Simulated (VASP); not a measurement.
Write the native input for VASP 6.6.1 that does the following.

```yaml
Task: single point
Functional: LDA
Potentials_or_basis: VASP PAW LDA potentials, release 64 (Ag)
Cutoff: 520 eV
k_mesh: 8 × 8 × 8
Occupations: fermi-dirac, width 0.05 eV
Spin: non-collinear spin, zero start, spin-orbit coupling
Starting_moments: "[[0.0, 0.0, 0.0]] μB"
Dipole_correction: no
Further_INCAR_settings: ALGO = Fast; EDIFF = 1e-06; NBANDS = 22
```

The structure of Ag lies in POSCAR:

```
Ag
1.0
   -1.6556540000      1.6556540000      1.6556540000
    1.6556540000     -1.6556540000      1.6556540000
    1.6556540000      1.6556540000     -1.6556540000
Ag
1
Direct
    0.0000000000      0.0000000000      0.0000000000
```

These files were run (other wordings do the same):

INCAR

```
SYSTEM = Ag
ALGO = Fast
EDIFF = 1E-6
ENCUT = 520
GGA_COMPAT = .False.
ISIF = 2
ISMEAR = -1
LASPH = .True.
LCHARG = .True.
LMAXMIX = 4
LORBIT = 11
LORBMOM = .True.
LREAL = .False.
LSORBIT = .True.
LVHAR = .True.
LWAVE = .False.
MAGMOM = 0 0 0
NBANDS = 22
NELM = 150
PREC = Accurate
SIGMA = 0.05
```

KPOINTS

```
k-points
0
Gamma
  8 8 8
  0 0 0
```

Potentials or basis: VASP PAW LDA potentials, release 64 (Ag).

Run with:

```bash
$ cat potpaw_LDA.64/Ag/POTCAR > POTCAR
$ mpirun -np 1 vasp_ncl > vasp.out
```

It gave:

```yaml
Pressure: -11.4 GPa
Net_moment: 0.00 μB per cell
Valence_electrons_inside_the_program's_atomic_spheres: Ag 9.81
```

Run time: 14 s on 1 thread of Intel(R) Xeon(R) Platinum 8488C (Sapphire Rapids), on a shared host, peak memory 0.17 GiB.
